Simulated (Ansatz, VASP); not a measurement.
# KNbO3 in VASP and in Ansatz

The input INCAR:

```
SYSTEM = KNbO3
  ALGO = Normal
  EDIFF = 1E-6
  ENCUT = 600
  GGA = PS
  GGA_COMPAT = .False.
  ISIF = 2
  ISMEAR = 0
  LASPH = .True.
  LCHARG = .False.
  LREAL = .False.
  LWAVE = .False.
  NBANDS = 28
  NELM = 120
  PREC = Accurate
  SIGMA = 0.01
```

File KPOINTS:

```
k-points
0
Gamma
  6 6 6
  0 0 0
```

The input POSCAR:

```
KNbO3
1.0
    4.0558671088      0.0000000000      0.0000000000
    0.0000000000      4.0558671088      0.0000000000
    0.0000000000      0.0000000000      4.0558671088
K Nb O
1 1 3
Direct
    0.0000000000      0.0000000000      0.0000000000
    0.5000000000      0.5000000000      0.5000000000
    0.0000000000      0.5000000000      0.5000000000
    0.5000000000      0.0000000000      0.5000000000
    0.5000000000      0.5000000000      0.0000000000
```

Input for Ansatz:

```yaml
crystal:
  lattice:
    - [4.055867108773545, 0.0, 0.0]
    - [0.0, 4.055867108773545, 0.0]
    - [0.0, 0.0, 4.055867108773545]
  atoms:
    - { symbol: K, position: [0.0, 0.0, 0.0] }
    - { symbol: Nb, position: [0.5, 0.5, 0.5] }
    - { symbol: O, position: [0.0, 0.5, 0.5] }
    - { symbol: O, position: [0.5, 0.0, 0.5] }
    - { symbol: O, position: [0.5, 0.5, 0.0] }
basis:
  ecutwfc: 450.0
kpoints:
  mp_grid:
    grid: [6, 6, 6]
hamiltonian:
  xc: pbesol
scf:
  occupations:
    method: fixed
output:
  stress: true
```

Alike in both runs: task single point; functional PBEsol; k mesh 6 × 6 × 6; no spin polarisation.

|  | VASP | Ansatz |
| --- | --- | --- |
| version | VASP 6.6.1 | Ansatz 0.2.0 |
| potentials or method | VASP PAW PBE potentials, release 64 (K_sv, Nb_sv, O), cutoff 600 eV | plane waves, PAW |
| occupations | gaussian, width 0.01 eV | fixed |
| valence electrons in the cell | 40 | 40 |

```csv
,VASP,Ansatz,Ansatz less VASP
pressure (GPa),-9.0,-8.8,+0.18
```

VASP's potentials were made for PBE, not for PBEsol.
